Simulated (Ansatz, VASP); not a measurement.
## N: VASP beside Ansatz

```
CELL_PARAMETERS angstrom
5.53602 0.00000 0.00000
0.00000 5.53602 0.00000
0.00000 0.00000 5.64900
ATOMIC_POSITIONS crystal
N 0.03000 0.03000 0.03000
N 0.47000 0.97000 0.53000
N 0.53000 0.47000 0.97000
N 0.97000 0.53000 0.47000
```

Change from the starting cell: equal xx and yy strain of -2 %, PAW files.

Alike in both runs: task electric field gradients; functional PBEsol; k mesh 4 × 4 × 4; occupations fermi-dirac, width 0.02 eV; no spin polarisation.

|  | VASP | Ansatz |
| --- | --- | --- |
| version | VASP 6.6.1 | Ansatz 0.2.0 |
| potentials or method | VASP PAW PBE potentials, release 64 (N) | PAW with Ansatz's default frozen-core files, scalar-relativistic |
| plane-wave cutoff (eV) | 520 | 420 |
| valence electrons in the cell | 20 | 20 |

VASP gave:

```
pressure (GPa)                                                : -4.6
traceless stress, the component that is largest in VASP (GPa) : 0.13
rms of the force components (eV/Å)                            : 0.244
size of Vzz on the site where it differs most (V/Å²)          : 6.4
```

Problem. What did Ansatz give for the same quantities?

Solution. Pressure (GPa): -4.5; traceless stress, the component that is largest in VASP (GPa): 0.13; rms of the force components (eV/Å): 0.245; size of Vzz on the site where it differs most (V/Å²): 6.4.

VASP's potentials were made for PBE, not for PBEsol. Atom by atom the forces differ by 0.001 eV/Å (rms over components).
